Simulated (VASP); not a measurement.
Set up this calculation in VASP 6.6.1, as the native input.

- Task: single point
- Functional: r2SCAN
- Potentials or basis: VASP PAW PBE potentials, release 64 (In_d)
- Cutoff: 520 eV
- k mesh: 18 × 18 × 18
- Occupations: gaussian, width 0.1 eV
- Spin: no spin polarisation
- Dipole correction: no
- Further INCAR settings: ALGO = Normal; EDIFF = 1e-07; NBANDS = 12

The system is In.

```
CELL_PARAMETERS angstrom
2.37438 1.37085 1.42185
-2.37438 1.37085 1.42185
0.00000 -2.74170 1.42185
ATOMIC_POSITIONS crystal
In 0.50000 0.50000 0.50000
```

The input as run:

POSCAR

```
In
1.0
    2.3743783868      1.3708480008      1.4218469025
   -2.3743783868      1.3708480008      1.4218469025
    0.0000000000     -2.7416960015      1.4218469025
In
1
Direct
    0.5000000000      0.5000000000      0.5000000000
```

INCAR.step1

```
PREC = Accurate
ENCUT = 520
ISMEAR = 0
SIGMA = 0.1
LREAL = F
LASPH = T
NELM = 100
NBANDS = 12
GGA = PE
ALGO = Normal
EDIFF = 1E-4
LWAVE = T
LCHARG = F
```

INCAR.step2

```
PREC = Accurate
ENCUT = 520
EDIFF = 1E-7
ISMEAR = 0
SIGMA = 0.1
LREAL = F
LASPH = T
NELM = 100
ALGO = Normal
ISIF = 2
LWAVE = F
LCHARG = F
METAGGA = R2SCAN
LMIXTAU = T
NBANDS = 12
ISTART = 1
```

KPOINTS

```
Automatic mesh
0
Gamma
  18 18 18
```

Potentials or basis: VASP PAW PBE potentials, release 64 (In_d).

Run with:

```console
$ cat potpaw_PBE.64/In_d/POTCAR > POTCAR
$ cp INCAR.step1 INCAR
$ mpirun -np 1 vasp_std > vasp.out
$ cp INCAR.step2 INCAR
$ mpirun -np 1 vasp_std > vasp.out
```

It gave:

```yaml
Pressure: 0.0 GPa
```

Caveat: the PAW data sets were made with another functional, which shifts forces and pressure a little.

Run time: 3.8 min on 1 thread of Intel(R) Xeon(R) Platinum 8124M CPU @ 3.00GHz (Skylake/Cascade Lake), on a shared host, peak memory 0.29 GiB.
